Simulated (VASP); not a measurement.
## LaScF2: single point with PBE

Crystal: LaScF2.

```
La Sc F
1.0
     3.63791    0.00000    0.00000
    -1.81895    3.15052    0.00000
     0.00000    0.00000    7.65698
La Sc F
1 1 2
Direct
  0.00000 0.00000 0.50000
  0.00000 0.00000 0.00000
  0.00000 0.00000 0.25456
  0.00000 0.00000 0.74544
```

```yaml
Program: VASP 6.6.1
Task: single point
Functional: PBE
Potentials_or_basis: VASP PAW PBE potentials, release 64 (La, Sc_sv, F)
Cutoff: 520 eV
k_mesh: 6 × 6 × 2
Occupations: gaussian, width 0.1 eV
Spin: no spin polarisation
Dipole_correction: no
Further_INCAR_settings: ALGO = Normal; EDIFF = 1e-06; NBANDS = 26
```

```json
{
  "Pressure": "28.1 GPa",
  "Largest force": "7.903 eV/Å",
  "Band gap on the k mesh": "0.13 eV, indirect (least direct gap 0.19 eV)"
}
```

Forces in eV/Å, atoms in the order of the input:
```
La   0.000  0.000  0.000
Sc   0.000  0.000  0.000
F    0.000  0.000 -7.903
F    0.000  0.000  7.903
```

Stress tensor (GPa, compression positive):
```
 2.03  0.00  0.00
 0.00  2.03  0.00
 0.00  0.00 80.32
```

Levels at points of the mesh, in eV from the valence-band top:
```csv
k point,band 15,band 16,band 17,band 18,band 19,band 20,band 21,band 22
"(0.00, 0.00, 0.00)",-8.32,-5.80,-3.37,-1.70,0.77,0.77,1.23,1.78
"(0.50, 0.00, 0.00)",-8.41,-5.52,-1.41,-0.74,0.60,0.81,1.57,1.92
"(0.00, 0.00, 0.50)",-8.45,-6.58,-3.18,-2.07,0.78,0.78,1.80,1.80
"(0.50, 0.00, 0.50)",-8.55,-6.31,-1.20,-1.01,0.67,0.92,1.61,1.88
```

Run time: 27 s on 1 thread of Intel(R) Xeon(R) 6975P-C (Granite Rapids) (shared host), peak memory 0.22 GiB.

Caveat: spin-orbit coupling is left out, which moves the levels of the heavy elements; forces of over 1 eV/Å act on the atoms, so gaps and moduli don't describe the material at rest. A k mesh can miss the band edges.
